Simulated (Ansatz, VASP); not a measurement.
**Al: VASP beside Ansatz**

```
CELL_PARAMETERS angstrom
3.01140 0.00000 0.00000
-1.50570 2.60795 0.00000
0.00000 0.00000 10.83790
ATOMIC_POSITIONS crystal
Al 0.00000 0.00000 0.00000
Al 0.33333 0.66667 0.25000
Al 0.00000 0.00000 0.50000
Al 0.66667 0.33333 0.75000
```

Alike in both runs: task single point; functional PBE; dispersion D3(BJ); k mesh 18 × 18 × 4; occupations gaussian, width 0.15 eV; no spin polarisation.

|  | VASP | Ansatz |
| --- | --- | --- |
| version | VASP 6.6.1 | Ansatz 0.2.0 |
| potentials or method | VASP PAW PBE potentials, release 64 (Al), cutoff 520 eV | scalar-relativistic, plane waves, PAW |
| valence electrons in the cell | 12 | 12 |

|  | VASP | Ansatz | Ansatz less VASP |
| --- | --- | --- | --- |
| gap on the k mesh at the Fermi level (eV) | none | none | - |
| pressure (GPa) | -12.1 | -12.1 | 0.00 |
| traceless stress, the component that is largest in VASP (GPa) | -0.71 | -0.71 | -0.003 |

A gap of «none» marks a metal or a gap that the smearing closes.
